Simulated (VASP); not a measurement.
# NaCl (I-4m2) in VASP: notebook

NaCl is run at these levels: PBE; tasks: single point, relaxation of cell and atoms.

Program: VASP 6.6.1. These are calculated values, not measurements. Logs are shortened: lines on timing, memory, paths and dates and some standing lists are left out, and cuts for length are marked.

## (1) The cell of the first run

The structure is tetragonal, space group I-4m2 (No. 119). Conventional cell: a = 5.072 Å, b = 5.072 Å, c = 2.769 Å, α = 90.00°, β = 90.00°, γ = 90.00°. Within 3.5 Å of Na (site symmetry -4m2) lie 8 Cl at 2.63 to 3.28 Å and 2 Na at 2.77 Å. Cl (site symmetry -4m2) has 8 Na at 2.63 to 3.28 Å and 2 Cl at 2.77 Å within 3.5 Å.

The cell was generated, and may not be a known phase.

## (2) Single point, PBE

INCAR

```
SYSTEM = NaCl
PREC = Accurate
ENCUT = 520
EDIFF = 1E-6
ISMEAR = 0
SIGMA = 0.1
LREAL = .False.
LASPH = .True.
NELM = 80
ALGO = Normal
ISIF = 2
LWAVE = .False.
LCHARG = .False.
GGA = PE
NBANDS = 14
```

KPOINTS

```
Automatic mesh
0
Gamma
  8 8 8
  0 0 0
```

POSCAR

```
NaCl
1.0
   -2.5359118500      2.5359118500      1.3843249400
    2.5359118500     -2.5359118500      1.3843249400
    2.5359118500      2.5359118500     -1.3843249400
Na Cl
1 1
Direct
    0.0000000000      0.0000000000      0.0000000000
    0.2500000000      0.7500000000      0.5000000000
```

Potentials or basis: VASP PAW PBE potentials, release 64 (Na_pv, Cl).

Run with:

```bash
$ cat potpaw_PBE.64/Na_pv/POTCAR potpaw_PBE.64/Cl/POTCAR > POTCAR
$ mpirun -np 1 vasp_std > vasp.out
```

OUTCAR:

```text
SYSTEM = NaCl
   PREC = Accurate
   ENCUT = 520
   EDIFF = 1E-6
   ISMEAR = 0
   LREAL = .False.
   LASPH = .True.
   NELM = 80
   ISIF = 2
   GGA = PE

 ion  position               nearest neighbor table
   1  0.000  0.000  0.000-   2 2.63   2 2.63   2 2.63   2 2.63
   2  0.250  0.750  0.500-   1 2.63   1 2.63   1 2.63   1 2.63

  LATTYP: Found a body centered tetragonal cell.
 ALAT       =     5.0718237000
 C/A-ratio  =     0.5458884306

  Lattice vectors:

 A1 = (  -2.5359118500,   2.5359118500,   1.3843249400)
 A2 = (   2.5359118500,  -2.5359118500,   1.3843249400)
 A3 = (   2.5359118500,   2.5359118500,  -1.3843249400)

Analysis of symmetry for initial positions (statically):
=====================================================================
 Subroutine PRICEL returns:
 Original cell was already a primitive cell.

 Routine SETGRP: Setting up the symmetry group for a
 body centered tetragonal supercell.

 Subroutine GETGRP returns: Found  8 space group operations
 (whereof  8 operations were pure point group operations)
 out of a pool of 16 trial point group operations.

The static configuration has the point symmetry D_2d.

Analysis of symmetry for dynamics (positions and initial velocities):
=====================================================================
 Subroutine PRICEL returns:
 Original cell was already a primitive cell.

 Routine SETGRP: Setting up the symmetry group for a
 body centered tetragonal supercell.

 Subroutine GETGRP returns: Found  8 space group operations
 (whereof  8 operations were pure point group operations)
 out of a pool of 16 trial point group operations.

The dynamic configuration has the point symmetry D_2d.

 Subroutine INISYM returns: Found  8 space group operations
 (whereof  8 operations are pure point group operations),
 and found     1 'primitive' translations

----------------------------------------------------------------------------------------

                                     Primitive cell

  volume of cell :      35.6095

  direct lattice vectors                    reciprocal lattice vectors
    -2.535911850  2.535911850  1.384324940     0.000000000  0.197167737  0.361186876
     2.535911850 -2.535911850  1.384324940     0.197167737  0.000000000  0.361186876
     2.535911850  2.535911850 -1.384324940     0.197167737  0.197167737  0.000000000

  length of vectors
     3.844223376  3.844223376  3.844223376     0.411498573  0.411498573  0.278837287

  position of ions in fractional coordinates (direct lattice)
     0.000000000  0.000000000  0.000000000
     0.250000000  0.750000000  0.500000000

  ion indices of the primitive-cell ions
   primitive index   ion index
                 1           1
                 2           2

----------------------------------------------------------------------------------------

 KPOINTS: Automatic mesh

Automatic generation of k-mesh.
 Grid dimensions read from file:
 generate k-points for:    8    8    8

 Generating k-lattice:

  Cartesian coordinates                     Fractional coordinates (reciprocal lattice)
     0.000000000  0.024645967  0.045148359     0.125000000  0.000000000  0.000000000
     0.024645967  0.000000000  0.045148359     0.000000000  0.125000000  0.000000000
     0.024645967  0.024645967  0.000000000     0.000000000  0.000000000  0.125000000

  Length of vectors
     0.051437322  0.051437322  0.034854661

  Shift w.r.t. Gamma in fractional coordinates (k-lattice)
     0.000000000  0.000000000  0.000000000

 Subroutine IBZKPT returns following result:
 ===========================================

 Found     59 irreducible k-points:

 Following reciprocal coordinates:
            Coordinates               Weight
  0.000000  0.000000  0.000000      1.000000
  0.125000  0.000000  0.000000      8.000000
  0.250000  0.000000  0.000000      8.000000
  0.375000  0.000000  0.000000      8.000000
  0.500000  0.000000  0.000000      4.000000
  0.125000  0.125000  0.000000      8.000000
[... 16 lines left out ...]
  0.250000  0.125000  0.125000     16.000000
  0.375000  0.125000  0.125000      8.000000
 [... further k-points ...]
   k-points           NKPTS =     59   k-points in BZ     NKDIM =     59   number of bands    NBANDS=     14
   number of dos      NEDOS =    301   number of ions     NIONS =      2
   total plane-waves  NPLWV =  27000
   dimension x,y,z NGX =    30 NGY =   30 NGZ =   30
   dimension x,y,z NGXF=    60 NGYF=   60 NGZF=   60
   ions per type =               1   1
   NGX,Y,Z   is equivalent  to a cutoff of  12.97, 12.97, 12.97 a.u.
   NGXF,Y,Z  is equivalent  to a cutoff of  25.95, 25.95, 25.95 a.u.
 SYSTEM =  NaCl
   PREC   = accura    normal or accurate (medium, high low for compatibility)
   ISTART =      0    job   : 0-new  1-cont  2-samecut
   ICHARG =      2    charge: 1-file 2-atom 10-const
   ISPIN  =      1    spin polarized calculation?
   LNONCOLLINEAR =      F non collinear calculations
   LSORBIT =      F    spin-orbit coupling
   LASPH  =      T    aspherical Exc in radial PAW
   ENCUT  =  520.0 eV  38.22 Ry    6.18 a.u.   7.15  7.15  7.15*2*pi/ulx,y,z
   NELM   =     80;   NELMIN=  2; NELMDL= -5     # of ELM steps
   EDIFF  = 0.1E-05   stopping-criterion for ELM
   LREAL  =      F    real-space projection
   EDIFFG = 0.1E-04   stopping-criterion for IOM
   NSW    =      0    number of steps for IOM
   IBRION =     -1    ionic relax: 0-MD 1-quasi-New 2-CG
   NFREE  =      0    steps in history (QN), initial steepest desc. (CG)
   ISIF   =      2    stress and relaxation
   ISYM   =      2    0-nonsym 1-usesym 2-fastsym
   POTIM  = 0.5000    time-step for ionic-motion
   TEBEG  =    0.0;   TEEND  =   0.0 temperature during run
   PSTRESS=    0.0 pullay stress
   NELECT =      14.0000    total number of electrons
   NUPDOWN=      -1.0000    fix difference up-down
   EMIN   =  10.00;   EMAX   =-10.00  energy-range for DOS
   EFERMI =   0.00;   METHOD = LEGACY
   ISMEAR =     0;   SIGMA  =   0.10  broadening in eV -4-tet -1-fermi 0-gaus
   EFERMI_NEDOS =   21; number of points for ismear=-14 and -15
   IALGO  =     38    algorithm
   IMIX   =      4    mixing-type and parameters
     AMIX     =   0.40;   BMIX     =  1.00
     AMIX_MAG =   1.60;   BMIX_MAG =  1.00
  volume/ion in A,a.u.               =      17.80       120.15
  Fermi-wavevector in a.u.,A,eV,Ry     =   1.199302  2.266353 19.569619  1.438326
  Thomas-Fermi vector in A             =   2.335169
   LORBIT       =      0    0 simple, 1 ext, 2 COOP (PROOUT), +10 PAW based schemes
   GGA     = PE    functional components
   LHFCALC =     F    Hartree Fock is set to
   AEXX    =    0.0000 exact exchange contribution
   IVDW    =     0    specifies the selected vdW correction
   LEPSILON=     F    determine dielectric tensor
   LRPA    =     F    only Hartree local field effects (RPA)
 non-spin polarized calculation
 Gauss-broadening in eV      SIGMA  =   0.10
  energy-cutoff  :      520.00
  volume of cell :       35.61
 maximum number of plane-waves:       973
 NGX is ok and might be reduce to    30
   NGX = 15   NGY = 15   NGZ = 15

 number of electron      13.9999998 magnetization

 Free energy of the ion-electron system (eV)
  ---------------------------------------------------
  ext. energy  EPLUGINS =         0.00000000
  ---------------------------------------------------
  free energy    TOTEN  =        -5.55058440 eV

  energy without entropy =       -5.55058440  energy(sigma->0) =       -5.55058440

 E-fermi :   4.5596     XC(G=0):  -9.2112

 val. band max:        4.0641983008   @ k =   0.0000   0.0000   0.0000
 cond. band min:       5.8416183060   @ k =   0.0000   0.0000   0.0000
 fundamental gap:      1.7774200052
 Fermi energy:         4.5595781919

 k-point     1 :       0.0000    0.0000    0.0000
  band No.  band energies     occupation
      1     -20.3135      2.00000
      2     -20.3083      2.00000
      3     -20.3083      2.00000
      4     -12.2400      2.00000
      5       0.4023      2.00000
      6       0.4023      2.00000
      7       4.0642      2.00000
      8       5.8416      0.00000
      9       9.0238      0.00000
     10      14.7977      0.00000
     11      15.4725      0.00000
     12      17.0906      0.00000
     13      17.0906      0.00000
     14      18.9871      0.00000

 k-point     2 :       0.1250    0.0000    0.0000
  band No.  band energies     occupation
      1     -20.3564      2.00000
      2     -20.3057      2.00000
      3     -20.3046      2.00000
      4     -12.0378      2.00000
      5       0.3687      2.00000
      6       0.4371      2.00000
      7       2.9188      2.00000
      8       6.5204      0.00000
      9       9.4738      0.00000
     10      14.6618      0.00000
     11      15.6339      0.00000
     12      15.8666      0.00000
     13      16.4164      0.00000
     14      18.0238      0.00000

 k-point     3 :       0.2500    0.0000    0.0000
  band No.  band energies     occupation
      1     -20.4583      2.00000
      2     -20.2985      2.00000
      3     -20.2956      2.00000
      4     -11.5020      2.00000
      5       0.2351      2.00000
      6       0.5529      2.00000
      7       1.0196      2.00000
      8       7.8323      0.00000
      9      10.4039      0.00000
     10      12.8761      0.00000
     11      13.7175      0.00000
     12      14.8721      0.00000
     13      17.2506      0.00000
     14      19.1179      0.00000
[... 324 lines left out ...]
 k-point    23 :       0.2500    0.1250    0.1250
  band No.  band energies     occupation
      1     -20.5574      2.00000
      2     -20.2972      2.00000
      3     -20.2832      2.00000
      4     -10.8401      2.00000
      5      -1.0246      2.00000
      6       0.2630      2.00000
      7       0.9450      2.00000
      8       9.0464      0.00000
      9      10.4308      0.00000
     10      11.4735      0.00000
     11      14.2618      0.00000
     12      15.8247      0.00000
     13      16.9382      0.00000
     14      17.4579      0.00000

 k-point    24 :       0.3750    0.1250    0.1250
  band No.  band energies     occupation
      1     -20.5980      2.00000
      2     -20.2897      2.00000
      3     -20.2819      2.00000
      4     -10.5521      2.00000
      5      -1.6795      2.00000
      6       0.6599      2.00000
      7       0.7496      2.00000
      8       8.8956      0.00000
      9       9.9053      0.00000
     10      12.7012      0.00000
     11      14.3698      0.00000
     12      14.8305      0.00000
     13      16.4301      0.00000
     14      18.9862      0.00000

 [... further k-points ...]
[... 5 lines left out ...]
  --------------------------------------------------------------------------------------
  -------------------------------------------------------------------------------------
  Total        0.5558648      0.5558648      8.0894941      0.0000000      0.0000000      0.0000000
  in kB       25.0099843     25.0099843    363.9700152      0.0000000      0.0000000      0.0000000
  external PRESSURE =     137.9966613 kB  Pullay stress =       0.0000000 kB

 VOLUME and BASIS-vectors are now :
 -----------------------------------------------------------------------------
  energy-cutoff  :      520.00
  volume of cell :       35.61
      direct lattice vectors                 reciprocal lattice vectors
    -2.535911850  2.535911850  1.384324940     0.000000000  0.197167737  0.361186876
     2.535911850 -2.535911850  1.384324940     0.197167737  0.000000000  0.361186876
     2.535911850  2.535911850 -1.384324940     0.197167737  0.197167737  0.000000000

 POSITION                                       TOTAL-FORCE (eV/Angst)
 -----------------------------------------------------------------------------------
      0.00000      0.00000      0.00000         0.000000     -0.000000     -0.000000
      2.53591     -0.00000      0.69216        -0.000000      0.000000      0.000000
 -----------------------------------------------------------------------------------
    total drift:                               -0.000000      0.000000      0.000000

  FREE ENERGIE OF THE ION-ELECTRON SYSTEM (eV)
  ---------------------------------------------------
  free  energy   TOTEN  =        -5.5505843987 eV

  energy  without entropy=       -5.5505843987  energy(sigma->0) =       -5.55058440
```

Run time: 18 s. Hardware: 1 thread of AMD EPYC 9R45 (Zen 5), shared host; peak memory 0.14 GiB.

Results:

```
Free energy            : -5.5506 eV
Pressure               : 13.8 GPa
Band gap on the k mesh : 1.78 eV
```

Stress tensor (GPa, compression positive):
```
 2.50  0.00  0.00
 0.00  2.50  0.00
 0.00  0.00 36.40
```

Caveat: the stress differs along the axes, from 3 to 36 GPa.

(Continued in part 2 of 3.)
